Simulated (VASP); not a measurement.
# Cd (I4/mmm) in VASP: a series of runs

Runs on Cd. Level: r2SCAN. Tasks: single point.

All numbers are computed with VASP 6.6.1; they aren't measurements. Logs are shortened: lines on timing, memory, paths and dates and some standing lists are left out, and cuts for length are marked.

**1. The cell of the first run**

The structure is tetragonal, space group I4/mmm (No. 139). Conventional cell: a = 2.980 Å, b = 2.980 Å, c = 4.436 Å, α = 90.00°, β = 90.00°, γ = 90.00°. Cd (site symmetry 4/mmm) has 12 Cd at 2.98 to 3.06 Å within 3.9 Å.

**2. Single point, r2SCAN (strain -0.050 along x and y, +0.000 along z)**

POSCAR reads:

```
Cd
1.0
    0.0000000000      2.1072422625      2.2181497500
    2.1072422625      0.0000000000      2.2181497500
    2.1072422625      2.1072422625      0.0000000000
Cd
1
Direct
    0.0000000000      0.0000000000      0.0000000000
```

INCAR.step1 reads:

```
  PREC = Accurate
  ENCUT = 520
  ISMEAR = 0
  SIGMA = 0.15
  LREAL = False
  LASPH = True
  NELM = 80
  NBANDS = 12
  GGA = PE
  ALGO = Normal
  EDIFF = 1E-4
  LWAVE = True
  LCHARG = False
```

INCAR.step2 reads:

```
  PREC = Accurate
  ENCUT = 520
  EDIFF = 1E-6
  ISMEAR = 0
  SIGMA = 0.15
  LREAL = False
  LASPH = True
  NELM = 80
  ALGO = Normal
  ISIF = 2
  LWAVE = False
  LCHARG = False
  METAGGA = R2SCAN
  LMIXTAU = True
  NBANDS = 12
  ISTART = 1
```

KPOINTS reads:

```
Automatic mesh
0
Gamma
  18 18 18
```

Potentials or basis: VASP PAW PBE potentials, release 64 (Cd).

Launch:

```console
$ cat potpaw_PBE.64/Cd/POTCAR > POTCAR
$ cp INCAR.step1 INCAR
$ mpirun -np 1 vasp_std > vasp.out
$ cp INCAR.step2 INCAR
$ mpirun -np 1 vasp_std > vasp.out
```

OUTCAR:

```text
PREC = Accurate
   ENCUT = 520
   EDIFF = 1E-6
   ISMEAR = 0
   LREAL = False
   LASPH = True
   NELM = 80
   ISIF = 2
   METAGGA = R2SCAN
   ISTART = 1

 ion  position               nearest neighbor table
   1  0.000  0.000  0.000-

  LATTYP: Found a body centered tetragonal cell.
 ALAT       =     2.9800905868
 C/A-ratio  =     1.4886458551

  Lattice vectors:

 A1 = (  -2.1072422625,   0.0000000000,   2.2181497500)
 A2 = (   2.1072422625,   0.0000000000,   2.2181497500)
 A3 = (   0.0000000000,   2.1072422625,  -2.2181497500)

Analysis of symmetry for initial positions (statically):
=====================================================================
 Subroutine PRICEL returns:
 Original cell was already a primitive cell.

 Routine SETGRP: Setting up the symmetry group for a
 body centered tetragonal supercell.

 Subroutine GETGRP returns: Found 16 space group operations
 (whereof 16 operations were pure point group operations)
 out of a pool of 16 trial point group operations.

The static configuration has the point symmetry D_4h.

Analysis of symmetry for dynamics (positions and initial velocities):
=====================================================================
 Subroutine PRICEL returns:
 Original cell was already a primitive cell.

 Routine SETGRP: Setting up the symmetry group for a
 body centered tetragonal supercell.

 Subroutine GETGRP returns: Found 16 space group operations
 (whereof 16 operations were pure point group operations)
 out of a pool of 16 trial point group operations.

The dynamic configuration has the point symmetry D_4h.

 Subroutine INISYM returns: Found 16 space group operations
 (whereof 16 operations are pure point group operations),
 and found     1 'primitive' translations

----------------------------------------------------------------------------------------

                                     Primitive cell

  volume of cell :      19.6993

  direct lattice vectors                    reciprocal lattice vectors
     0.000000000  2.107242262  2.218149750    -0.237276942  0.237276942  0.225413095
     2.107242262  0.000000000  2.218149750     0.237276942 -0.237276942  0.225413095
     2.107242262  2.107242262  0.000000000     0.237276942  0.237276942 -0.225413095

  length of vectors
     3.059519287  3.059519287  2.980090587     0.404242202  0.404242202  0.404242202

  position of ions in fractional coordinates (direct lattice)
[... 78 lines left out ...]
   LREAL  =      F    real-space projection
   EDIFFG = 0.1E-04   stopping-criterion for IOM
   NSW    =      0    number of steps for IOM
   IBRION =     -1    ionic relax: 0-MD 1-quasi-New 2-CG
   NFREE  =      0    steps in history (QN), initial steepest desc. (CG)
   ISIF   =      2    stress and relaxation
   ISYM   =      2    0-nonsym 1-usesym 2-fastsym
   POTIM  = 0.5000    time-step for ionic-motion
   TEBEG  =    0.0;   TEEND  =   0.0 temperature during run
   PSTRESS=    0.0 pullay stress
   NELECT =      12.0000    total number of electrons
   NUPDOWN=      -1.0000    fix difference up-down
   EMIN   =  10.00;   EMAX   =-10.00  energy-range for DOS
   EFERMI =   0.00;   METHOD = LEGACY
   ISMEAR =     0;   SIGMA  =   0.15  broadening in eV -4-tet -1-fermi 0-gaus
   EFERMI_NEDOS =   21; number of points for ismear=-14 and -15
   IALGO  =     38    algorithm
   IMIX   =      4    mixing-type and parameters
     AMIX     =   0.40;   BMIX     =  1.00
     AMIX_MAG =   1.60;   BMIX_MAG =  1.00
  volume/ion in A,a.u.               =      19.70       132.94
  Fermi-wavevector in a.u.,A,eV,Ry     =   1.387774  2.622512 26.203675  1.925916
  Thomas-Fermi vector in A             =   2.511963
   LORBIT       =      0    0 simple, 1 ext, 2 COOP (PROOUT), +10 PAW based schemes
   METAGGA = R2SCAN    functional components
   LHFCALC =     F    Hartree Fock is set to
   AEXX    =    0.0000 exact exchange contribution
   IVDW    =     0    specifies the selected vdW correction
   LEPSILON=     F    determine dielectric tensor
   LRPA    =     F    only Hartree local field effects (RPA)
 non-spin polarized calculation
 Gauss-broadening in eV      SIGMA  =   0.15
  energy-cutoff  :      520.00
  volume of cell :       19.70
 maximum number of plane-waves:       548
   NGX = 11   NGY = 11   NGZ = 11

 number of electron      11.9999997 magnetization

 Free energy of the ion-electron system (eV)
  ---------------------------------------------------
  ext. energy  EPLUGINS =         0.00000000
  ---------------------------------------------------
  free energy    TOTEN  =       -20.02704839 eV

  energy without entropy =      -20.02267689  energy(sigma->0) =      -20.02486264

 E-fermi :   3.6279     XC(G=0): -12.4009

 val. band max:        3.6212014603   @ k =  -0.4444   0.1667   0.1111
 cond. band min:       3.6294779293   @ k =  -0.3889   0.2778   0.0556
 fundamental gap:      0.0082764690
 Fermi energy:         3.6278641531

 k-point     1 :       0.0000    0.0000    0.0000
  band No.  band energies     occupation
      1      -6.4519      2.00000
      2      -6.3896      2.00000
      3      -6.2321      2.00000
      4      -6.2321      2.00000
      5      -5.8332      2.00000
      6      -5.6361      2.00000
      7      18.4276      0.00000
      8      20.3682      0.00000
      9      20.4126      0.00000
     10      20.4126      0.00000
     11      23.8198      0.00000
     12      23.8198      0.00000
[... 331 lines left out ...]
 k-point    24 :      -0.2222    0.0556    0.0000
  band No.  band energies     occupation
      1      -6.6209      2.00000
      2      -6.2772      2.00000
      3      -6.0774      2.00000
      4      -5.7007      2.00000
      5      -5.6700      2.00000
      6      -4.3441      2.00000
      7      11.0036      0.00000
      8      16.2169      0.00000
      9      19.7042      0.00000
     10      20.5963      0.00000
     11      23.0840      0.00000
     12      23.6970      0.00000

 [... further k-points ...]
[... 5 lines left out ...]
  --------------------------------------------------------------------------------------
  -------------------------------------------------------------------------------------
  Total        1.0562273      1.0562273      0.6508894      0.0000000      0.0000000      0.0000000
  in kB       85.9049503     85.9049503     52.9380586      0.0000000      0.0000000      0.0000000
  external PRESSURE =      74.9159864 kB  Pullay stress =       0.0000000 kB

 VOLUME and BASIS-vectors are now :
 -----------------------------------------------------------------------------
  energy-cutoff  :      520.00
  volume of cell :       19.70
      direct lattice vectors                 reciprocal lattice vectors
     0.000000000  2.107242262  2.218149750    -0.237276942  0.237276942  0.225413095
     2.107242262  0.000000000  2.218149750     0.237276942 -0.237276942  0.225413095
     2.107242262  2.107242262  0.000000000     0.237276942  0.237276942 -0.225413095

 POSITION                                       TOTAL-FORCE (eV/Angst)
 -----------------------------------------------------------------------------------
      0.00000      0.00000      0.00000         0.000000      0.000000     -0.000000
 -----------------------------------------------------------------------------------
    total drift:                               -0.000000      0.000000     -0.000000

  FREE ENERGIE OF THE ION-ELECTRON SYSTEM (eV)
  ---------------------------------------------------
  free  energy   TOTEN  =       -20.0270483903 eV

  energy  without entropy=      -20.0226768905  energy(sigma->0) =      -20.02486264
```

Run time: 2.2 min. Hardware: 1 thread of Intel Xeon 6975P-C (Granite Rapids), shared host; peak memory 0.23 GiB.

Results:

| Item | Value |
| --- | --- |
| Free energy | -20.0270 eV |
| Pressure | 7.5 GPa |
| Band gap on the k mesh | zero (bands 6 and 7 overlap by 3.09 eV) |

Stress tensor (GPa, compression positive):
```
8.59 0.00 0.00
0.00 8.59 0.00
0.00 0.00 5.29
```

Levels at points of the mesh, in eV from the Fermi level:
```tsv
k point	band 2	band 3	band 4	band 5	band 6	band 7	band 8	band 9	band 10	band 11
(0.00, 0.00, 0.00)	-10.02	-9.86	-9.86	-9.46	-9.26	14.80	16.74	16.78	16.78	20.19
(0.50, 0.00, 0.00)	-10.03	-9.85	-8.93	-8.85	-2.91	-1.16	12.97	14.57	14.87	17.34
(0.50, 0.50, 0.00)	-10.69	-8.91	-8.78	-8.78	-1.71	1.15	8.14	8.14	12.60	13.31
(0.50, 0.00, 0.50)	-10.70	-8.92	-8.84	-8.69	-0.94	2.35	7.15	7.32	11.78	12.34
```

Caveat: the cell differs from its parent crystal (strain -0.050 along x and y, +0.000 along z); the cell stands under pressure; the PAW data sets were made with another functional, which shifts forces and pressure a little.

**3. Single point, r2SCAN (strain +0.000 along x and y, +0.050 along z)**

POSCAR reads:

```
Cd
1.0
    0.0000000000      2.2181497500      2.3290572375
    2.2181497500      0.0000000000      2.3290572375
    2.2181497500      2.2181497500      0.0000000000
Cd
1
Direct
    0.0000000000      0.0000000000      0.0000000000
```

INCAR.step1 reads:

```
SYSTEM = Cd
ALGO = Normal ; EDIFF = 1E-4
ENCUT = 520 ; GGA = PE
ISMEAR = 0 ; LASPH = .True.
LCHARG = .False. ; LREAL = .False.
LWAVE = .True. ; NBANDS = 12
NELM = 100 ; PREC = Accurate
SIGMA = 0.15
```

INCAR.step2 reads:

```
SYSTEM = Cd
ALGO = Normal ; EDIFF = 1E-6
ENCUT = 520 ; ISIF = 2
ISMEAR = 0 ; ISTART = 1
LASPH = .True. ; LCHARG = .True.
LELF = .True. ; LMIXTAU = .True.
LREAL = .False. ; LVHAR = .True.
LWAVE = .False. ; METAGGA = R2SCAN
NBANDS = 12 ; NELM = 100
PREC = Accurate ; SIGMA = 0.15
```

KPOINTS reads:

```
k-points
0
Gamma
  18 18 18
  0 0 0
```

Potentials or basis: VASP PAW PBE potentials, release 64 (Cd).

Launch:

```console
$ cat potpaw_PBE.64/Cd/POTCAR > POTCAR
$ cp INCAR.step1 INCAR
$ mpirun -np 1 vasp_std > vasp.out
$ cp INCAR.step2 INCAR
$ mpirun -np 1 vasp_std > vasp.out
```

OUTCAR:

```text
SYSTEM = Cd
   EDIFF = 1E-6
   ENCUT = 520
   ISIF = 2
   ISMEAR = 0
   ISTART = 1
   LASPH = .True.
   LREAL = .False.
   METAGGA = R2SCAN
   NELM = 100
   PREC = Accurate

 ion  position               nearest neighbor table
   1  0.000  0.000  0.000-

  LATTYP: Found a body centered tetragonal cell.
 ALAT       =     3.1369374598
 C/A-ratio  =     1.4849242405

  Lattice vectors:

 A1 = (  -2.2181497500,   0.0000000000,   2.3290572375)
 A2 = (   2.2181497500,   0.0000000000,   2.3290572375)
 A3 = (   0.0000000000,   2.2181497500,  -2.3290572375)

[... 530 lines left out ...]
      5      -6.5206      2.00000
      6      -4.5854      2.00000
      7       9.1116      0.00000
      8      13.9282      0.00000
      9      17.5772      0.00000
     10      17.5912      0.00000
     11      20.5054      0.00000
     12      20.8776      0.00000

 [... further k-points ...]
[... 5 lines left out ...]
  --------------------------------------------------------------------------------------
  -------------------------------------------------------------------------------------
  Total       -0.2155929     -0.2155929     -0.4818498      0.0000000      0.0000000      0.0000000
  in kB      -15.0713852    -15.0713852    -33.6845250      0.0000000      0.0000000      0.0000000
  external PRESSURE =     -21.2757651 kB  Pullay stress =       0.0000000 kB

 VOLUME and BASIS-vectors are now :
 -----------------------------------------------------------------------------
  energy-cutoff  :      520.00
  volume of cell :       22.92
      direct lattice vectors                 reciprocal lattice vectors
     0.000000000  2.218149750  2.329057237    -0.225413095  0.225413095  0.214679138
     2.218149750  0.000000000  2.329057237     0.225413095 -0.225413095  0.214679138
     2.218149750  2.218149750  0.000000000     0.225413095  0.225413095 -0.214679138

 POSITION                                       TOTAL-FORCE (eV/Angst)
 -----------------------------------------------------------------------------------
      0.00000      0.00000      0.00000        -0.000000      0.000000     -0.000000
 -----------------------------------------------------------------------------------
    total drift:                                0.000000      0.000000      0.000000

  FREE ENERGIE OF THE ION-ELECTRON SYSTEM (eV)
  ---------------------------------------------------
  free  energy   TOTEN  =       -20.0662819379 eV

  energy  without entropy=      -20.0621645220  energy(sigma->0) =      -20.06422323
```

OUTCAR.step1:

```text
SYSTEM = Cd
   EDIFF = 1E-4
   ENCUT = 520
   GGA = PE
   ISMEAR = 0
   LASPH = .True.
[... 578 lines left out ...]
 -----------------------------------------------------------------------------------
      0.00000      0.00000      0.00000        -0.000000      0.000000      0.000000
 -----------------------------------------------------------------------------------
    total drift:                                0.000000      0.000000      0.000000

  FREE ENERGIE OF THE ION-ELECTRON SYSTEM (eV)
  ---------------------------------------------------
  free  energy   TOTEN  =        -0.7383522342 eV

  energy  without entropy=       -0.7341655962  energy(sigma->0) =       -0.73625892
```

Run time: 2.1 min. Hardware: 1 thread of Intel Xeon 6975P-C (Granite Rapids), shared host; peak memory 0.25 GiB.

Results:

```yaml
Free_energy: -20.0663 eV
Pressure: -2.1 GPa
Band_gap_on_the_k_mesh: zero (bands 6 and 7 overlap by 3.26 eV)
```

Levels at points of the mesh, in eV from the Fermi level:
```tsv
k point	band 2	band 3	band 4	band 5	band 6	band 7	band 8	band 9	band 10	band 11
(0.00, 0.00, 0.00)	-9.39	-9.39	-9.10	-8.96	-8.76	14.29	15.20	15.20	15.30	18.42
(0.50, 0.00, 0.00)	-9.50	-9.38	-8.71	-8.66	-2.20	-1.38	11.94	13.34	13.82	15.89
(0.50, 0.50, 0.00)	-9.95	-8.70	-8.60	-8.60	-1.16	0.71	7.53	7.53	11.47	11.91
(0.50, 0.00, 0.50)	-9.95	-8.71	-8.64	-8.54	-0.53	1.74	6.65	6.86	10.77	11.03
```

Caveat: the cell differs from its parent crystal (strain +0.000 along x and y, +0.050 along z); the PAW data sets were made with another functional, which shifts forces and pressure a little.
